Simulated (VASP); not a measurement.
# CaO (P6_3mc) in VASP: relaxation of cell and atoms with PBE

Aim: the relaxation of cell and atoms of CaO with PBE.

All numbers are computed with VASP 6.6.1; they aren't measurements. Logs are shortened: lines on timing, memory, paths and dates and some standing lists are left out, and cuts for length are marked.

## (1) The cell of the first run

The structure is hexagonal, space group P6_3mc (No. 186). Conventional cell: a = 3.593 Å, b = 3.593 Å, c = 5.868 Å, α = 90.00°, β = 90.00°, γ = 120.00°. Ca (site symmetry 3m) has 4 O at 2.20 Å within 2.9 Å. Within 2.9 Å of O (site symmetry 3m) lie 4 Ca at 2.20 Å.

## (2) Relaxation of cell and atoms, PBE

INCAR

```
SYSTEM = CaO
PREC = Accurate
ENCUT = 600
EDIFF = 1E-6
ISMEAR = -1
SIGMA = 0.02
LREAL = .FALSE.
LASPH = .TRUE.
NELM = 100
ALGO = Normal
ISIF = 3
LWAVE = .FALSE.
LCHARG = .FALSE.
GGA = PE
IBRION = 2
NSW = 80
EDIFFG = -0.005
```

KPOINTS

```
regular mesh
0
G
  12 12 4
  0 0 0
```

POSCAR

```
CaO
1.0
    3.5932381533      0.0000000000      0.0000000000
   -1.7966190767      3.1118355226      0.0000000000
    0.0000000000      0.0000000000      5.8677579044
Ca O
2 2
Direct
    0.3333333333      0.6666666667      0.0000000000
    0.6666666667      0.3333333333      0.5000000000
    0.3333333333      0.6666666667      0.3750000000
    0.6666666667      0.3333333333      0.8750000000
```

Potentials or basis: VASP PAW PBE potentials, release 64 (Ca_sv, O).

Started as:

```sh
$ cat potpaw_PBE.64/Ca_sv/POTCAR potpaw_PBE.64/O/POTCAR > POTCAR
$ mpirun -np 1 vasp_std > vasp.out
```

OUTCAR:

```text
SYSTEM = CaO
   PREC = Accurate
   ENCUT = 600
   EDIFF = 1E-6
   ISMEAR = -1
   LREAL = .FALSE.
   LASPH = .TRUE.
   NELM = 100
   ISIF = 3
   GGA = PE
   IBRION = 2
   NSW = 80
   EDIFFG = -0.005

 ion  position               nearest neighbor table
   1  0.333  0.667  0.000-   4 2.20   4 2.20   4 2.20   3 2.20
   2  0.667  0.333  0.500-   3 2.20   3 2.20   3 2.20   4 2.20
   3  0.333  0.667  0.375-   2 2.20   2 2.20   2 2.20   1 2.20
   4  0.667  0.333  0.875-   1 2.20   1 2.20   1 2.20   2 2.20

  LATTYP: Found a hexagonal cell.
 ALAT       =     3.5932381533
 C/A-ratio  =     1.6330000000

  Lattice vectors:

 A1 = (   3.5932381533,   0.0000000000,   0.0000000000)
 A2 = (  -1.7966190767,   3.1118355226,   0.0000000000)
 A3 = (   0.0000000000,   0.0000000000,   5.8677579044)

Analysis of symmetry for initial positions (statically):
=====================================================================
 Subroutine PRICEL returns:
 Original cell was already a primitive cell.

 Routine SETGRP: Setting up the symmetry group for a
 hexagonal supercell.

 Subroutine GETGRP returns: Found 12 space group operations
 (whereof  6 operations were pure point group operations)
 out of a pool of 24 trial point group operations.

The static configuration has the point symmetry C_3v.
 The point group associated with its full space group is C_6v.

Analysis of symmetry for dynamics (positions and initial velocities):
=====================================================================
 Subroutine PRICEL returns:
 Original cell was already a primitive cell.

 Routine SETGRP: Setting up the symmetry group for a
 hexagonal supercell.

 Subroutine GETGRP returns: Found 12 space group operations
 (whereof  6 operations were pure point group operations)
 out of a pool of 24 trial point group operations.

The dynamic configuration has the point symmetry C_3v.
 The point group associated with its full space group is C_6v.

 Subroutine INISYM returns: Found 12 space group operations
 (whereof  6 operations are pure point group operations),
 and found     1 'primitive' translations

----------------------------------------------------------------------------------------

                                     Primitive cell

  volume of cell :      65.6107

  direct lattice vectors                    reciprocal lattice vectors
     3.593238153  0.000000000  0.000000000     0.278300507  0.160676873  0.000000000
    -1.796619077  3.111835523  0.000000000     0.000000000  0.321353745  0.000000000
     0.000000000  0.000000000  5.867757904     0.000000000  0.000000000  0.170422846

  length of vectors
     3.593238153  3.593238153  5.867757904     0.321353745  0.321353745  0.170422846

  position of ions in fractional coordinates (direct lattice)
     0.333333333  0.666666667  0.000000000
     0.666666667  0.333333333  0.500000000
     0.333333333  0.666666667  0.375000000
     0.666666667  0.333333333  0.875000000

  ion indices of the primitive-cell ions
   primitive index   ion index
                 1           1
                 2           2
                 3           3
                 4           4

----------------------------------------------------------------------------------------

 KPOINTS: regular mesh

Automatic generation of k-mesh.
 Grid dimensions read from file:
 generate k-points for:   12   12    4

 Generating k-lattice:

  Cartesian coordinates                     Fractional coordinates (reciprocal lattice)
     0.023191709  0.013389739  0.000000000     0.083333333  0.000000000  0.000000000
     0.000000000  0.026779479  0.000000000     0.000000000  0.083333333  0.000000000
     0.000000000  0.000000000  0.042605711     0.000000000  0.000000000  0.250000000

  Length of vectors
     0.026779479  0.026779479  0.042605711

  Shift w.r.t. Gamma in fractional coordinates (k-lattice)
     0.000000000  0.000000000  0.000000000

 Subroutine IBZKPT returns following result:
 ===========================================

 Found     57 irreducible k-points:

 Following reciprocal coordinates:
            Coordinates               Weight
  0.000000  0.000000  0.000000      1.000000
  0.083333  0.000000  0.000000      6.000000
  0.166667  0.000000  0.000000      6.000000
  0.250000  0.000000  0.000000      6.000000
  0.333333  0.000000  0.000000      6.000000
  0.416667  0.000000  0.000000      6.000000
[... 16 lines left out ...]
  0.250000  0.000000  0.250000     12.000000
  0.333333  0.000000  0.250000     12.000000
 [... further k-points ...]
   k-points           NKPTS =     57   k-points in BZ     NKDIM =     57   number of bands    NBANDS=     20
   number of dos      NEDOS =    301   number of ions     NIONS =      4
   total plane-waves  NPLWV =  43200
   dimension x,y,z NGX =    30 NGY =   30 NGZ =   48
   dimension x,y,z NGXF=    60 NGYF=   60 NGZF=   96
   ions per type =               2   2
   NGX,Y,Z   is equivalent  to a cutoff of  13.88, 13.88, 13.60 a.u.
   NGXF,Y,Z  is equivalent  to a cutoff of  27.76, 27.76, 27.20 a.u.
 SYSTEM =  CaO
   PREC   = accura    normal or accurate (medium, high low for compatibility)
   ISTART =      0    job   : 0-new  1-cont  2-samecut
   ICHARG =      2    charge: 1-file 2-atom 10-const
   ISPIN  =      1    spin polarized calculation?
   LNONCOLLINEAR =      F non collinear calculations
   LSORBIT =      F    spin-orbit coupling
   LASPH  =      T    aspherical Exc in radial PAW
   ENCUT  =  600.0 eV  44.10 Ry    6.64 a.u.   7.18  7.18 11.72*2*pi/ulx,y,z
   NELM   =    100;   NELMIN=  2; NELMDL= -5     # of ELM steps
   EDIFF  = 0.1E-05   stopping-criterion for ELM
   LREAL  =      F    real-space projection
   EDIFFG = -.5E-02   stopping-criterion for IOM
   NSW    =     80    number of steps for IOM
   IBRION =      2    ionic relax: 0-MD 1-quasi-New 2-CG
   NFREE  =      1    steps in history (QN), initial steepest desc. (CG)
   ISIF   =      3    stress and relaxation
   ISYM   =      2    0-nonsym 1-usesym 2-fastsym
   POTIM  = 0.5000    time-step for ionic-motion
   TEBEG  =    0.0;   TEEND  =   0.0 temperature during run
   PSTRESS=    0.0 pullay stress
   NELECT =      32.0000    total number of electrons
   NUPDOWN=      -1.0000    fix difference up-down
   EMIN   =  10.00;   EMAX   =-10.00  energy-range for DOS
   EFERMI =   0.00;   METHOD = LEGACY
   ISMEAR =    -1;   SIGMA  =   0.02  broadening in eV -4-tet -1-fermi 0-gaus
   EFERMI_NEDOS =   21; number of points for ismear=-14 and -15
   IALGO  =     38    algorithm
   IMIX   =      4    mixing-type and parameters
     AMIX     =   0.40;   BMIX     =  1.00
     AMIX_MAG =   1.60;   BMIX_MAG =  1.00
  volume/ion in A,a.u.               =      16.40       110.69
  Fermi-wavevector in a.u.,A,eV,Ry     =   1.288645  2.435186 22.593907  1.660605
  Thomas-Fermi vector in A             =   2.420586
   LORBIT       =      0    0 simple, 1 ext, 2 COOP (PROOUT), +10 PAW based schemes
   GGA     = PE    functional components
   LHFCALC =     F    Hartree Fock is set to
   AEXX    =    0.0000 exact exchange contribution
   IVDW    =     0    specifies the selected vdW correction
   LEPSILON=     F    determine dielectric tensor
   LRPA    =     F    only Hartree local field effects (RPA)
 conjugate gradient relaxation of ions
 non-spin polarized calculation
  energy-cutoff  :      600.00
  volume of cell :       65.61
 maximum number of plane-waves:      2208
 NGX is ok and might be reduce to    30
   NGX = 15   NGY = 15   NGZ = 23

--------------------------------------- Ionic step        1  -------------------------------------------

 number of electron      32.0000000 magnetization

 Free energy of the ion-electron system (eV)
  ---------------------------------------------------
  ext. energy  EPLUGINS =         0.00000000
  ---------------------------------------------------
  free energy    TOTEN  =       -24.84931233 eV

  energy without entropy =      -24.84931233  energy(sigma->0) =      -24.84931233

------------------------ aborting loop because EDIFF is reached ----------------------------------------

  FORCE on cell =-STRESS in cart. coord.  units (eV):
  Direction    XX          YY          ZZ          XY          YZ          ZX
  --------------------------------------------------------------------------------------
  -------------------------------------------------------------------------------------
  Total        4.0892660      4.0892660      2.8722631     -0.0000000     -0.0000000      0.0000000
  in kB       99.8575986     99.8575986     70.1390660     -0.0000000     -0.0000000      0.0000000
  external PRESSURE =      89.9514211 kB  Pullay stress =       0.0000000 kB
[... 95 lines left out ...]
  FREE ENERGIE OF THE ION-ELECTRON SYSTEM (eV)
  ---------------------------------------------------
  free  energy   TOTEN  =       -25.0315271429 eV

  energy  without entropy=      -25.0315271429  energy(sigma->0) =      -25.03152714

[... ionic steps 4 to 35 ...]

--------------------------------------- Ionic step       36  -------------------------------------------

 number of electron      32.0000010 magnetization

------------------------ aborting loop because EDIFF is reached ----------------------------------------

  FORCE on cell =-STRESS in cart. coord.  units (eV):
  Direction    XX          YY          ZZ          XY          YZ          ZX
  --------------------------------------------------------------------------------------
  -------------------------------------------------------------------------------------
  Total        0.0268494      0.0268494      0.0589806     -0.0000000     -0.0000000      0.0000000
  in kB        0.6417542      0.6417542      1.4097520     -0.0000000     -0.0000000      0.0000000
  external PRESSURE =       0.8977534 kB  Pullay stress =       0.0000000 kB
[... 61 lines left out ...]
  energy  without entropy=      -25.3522775200  energy(sigma->0) =      -25.35227752

--------------------------------------- Ionic step       38  -------------------------------------------

 number of electron      32.0000010 magnetization

 Free energy of the ion-electron system (eV)
  ---------------------------------------------------
  ext. energy  EPLUGINS =         0.00000000
  ---------------------------------------------------
  free energy    TOTEN  =       -25.35228164 eV

  energy without entropy =      -25.35228164  energy(sigma->0) =      -25.35228164

 E-fermi :   1.7566     XC(G=0):  -9.3263

 val. band max:        1.2655491173   @ k =   0.0000   0.0000   0.0000
 cond. band min:       4.3807678931   @ k =   0.0000   0.0000   0.0000
 fundamental gap:      3.1152187758
 Fermi energy:         1.7566057207

 k-point     1 :       0.0000    0.0000    0.0000
  band No.  band energies     occupation
      1     -36.4513      2.00000
      2     -36.3301      2.00000
      3     -17.7705      2.00000
      4     -17.5415      2.00000
      5     -17.5415      2.00000
      6     -17.3571      2.00000
[... 12 lines left out ...]
     19       7.3687      0.00000
[... 513 lines left out ...]
      4     -17.8865      2.00000
      5     -17.5654      2.00000
      6     -17.4622      2.00000
[... 12 lines left out ...]
     19       7.2794      0.00000
     20       8.8096      0.00000

 [... further k-points ...]
[... 5 lines left out ...]
  --------------------------------------------------------------------------------------
  -------------------------------------------------------------------------------------
  Total        0.0132942      0.0132942     -0.0041200     -0.0000000     -0.0000000     -0.0000000
  in kB        0.3175568      0.3175568     -0.0984149     -0.0000000     -0.0000000     -0.0000000
  external PRESSURE =       0.1788996 kB  Pullay stress =       0.0000000 kB
[... 19 lines left out ...]
  FREE ENERGIE OF THE ION-ELECTRON SYSTEM (eV)
  ---------------------------------------------------
  free  energy   TOTEN  =       -25.3522816361 eV

  energy  without entropy=      -25.3522816361  energy(sigma->0) =      -25.35228164

 reached required accuracy - stopping structural energy minimisation
```

Wall time 73 min (1 thread of Intel Xeon 8259CL, shared host); peak memory 0.27 GiB.

What came out:

```yaml
Free_energy: -25.3523 eV
Relaxed_volume: 16.77 Å³/atom
Relaxed_cell: a = 4.009 Å, b = 4.009 Å, c = 4.818 Å, α = 90.00°, β = 90.00°, γ = 120.00°
Space_group_after_relaxing_to_0.1_Å: P6_3/mmc (No. 194)
Pressure_after_relaxing: 0.0 GPa
Band_gap_on_the_k_mesh: 3.12 eV
```

Final structure:
```
CELL_PARAMETERS angstrom
4.00930 0.00000 0.00000
-2.00465 3.47216 0.00000
0.00000 0.00000 4.81816
ATOMIC_POSITIONS crystal
Ca 0.33333 0.66667 0.93750
Ca 0.66667 0.33333 0.43750
O 0.33333 0.66667 0.43750
O 0.66667 0.33333 0.93750
```

Caveat: the structure was generated, so it needn't be the stable form of CaO; a cell axis changed by over 15 % at a fixed basis, so the end point is rough.
